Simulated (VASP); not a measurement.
Runs of VASP 6.6.1 on SbS3. The structure is that of space group Pm-3m (No. 221), or close to it. The cells are those of the table. 

```csv
task,cell,k mesh,cutoff (eV),k mesh for the DOS,occupations for the DOS,gap on the mesh (eV),pressure (GPa),relaxed volume (Å³/atom)
single point,"a = 5.060 Å, 4 atoms",10 × 10 × 10,520,-,-,none,-0.1,-
relaxation of cell and atoms,"relaxed from a = 4.955 Å, 4 atoms",4 × 4 × 4,600,-,-,none,0.0,32.52
single point,"a = 4.955 Å, 4 atoms",4 × 4 × 4,520,-,-,none,3.4,-
relaxation of cell and atoms,"relaxed from a = 5.080 Å, 4 atoms",10 × 10 × 10,600,-,-,none,0.0,(a)
single point,"a = 5.080 Å, 4 atoms",4 × 4 × 4,520,-,-,none,(b),-
```

Alike in all rows: level PBE; potentials or basis VASP PAW PBE potentials, release 64 (Sb, S); no spin polarisation; smearing gaussian 0.1 eV.

**Question.** Estimate the missing entries.

**Answer.** (a) 32.36; (b) -0.3.

Caveats: spin-orbit coupling is left out, which moves the levels of the heavy elements.

A k mesh can miss the band edges, and the runs leave out spin-orbit coupling on Sb.

A gap of «none» marks levels without a gap at the run's occupations.
